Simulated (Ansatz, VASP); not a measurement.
C: VASP beside Ansatz

```
C
1.0
    -2.80045    2.80045    1.65215
     2.80045   -2.80045    1.65215
     2.80045    2.80045   -1.65215
C
8
Direct
  0.78413 0.78413 0.00000
  0.53413 0.03413 0.50000
  0.64157 0.64157 0.28315
  0.35843 0.35843 0.71685
  0.39157 0.60843 0.50000
  0.10843 0.89157 0.50000
  0.21587 0.21587 0.00000
  0.96587 0.46587 0.50000
```

Alike in both runs: task single point; functional PBE; k mesh 6 × 6 × 6; occupations gaussian, width 0.1 eV; no spin polarisation.

```csv
,VASP,Ansatz
version,VASP 6.6.1,Ansatz 0.2.0
potentials or method,"VASP PAW PBE potentials, release 64 (C), cutoff 520 eV","scalar-relativistic, plane waves, PAW"
valence electrons in the cell,32,32
```

VASP gave:

```
gap on the k mesh at the Fermi level (eV) : none
rms of the force components (eV/Å)        : 2.734
```

**Question.** What did Ansatz give for the same quantities?

**Answer.** gap on the k mesh at the Fermi level (eV): none; rms of the force components (eV/Å): 2.740.

Atom by atom the forces differ by 0.020 eV/Å (rms over components). A gap of «none» marks a metal or a gap that the smearing closes.

The k mesh is coarse, so the values compare programs but aren't converged.
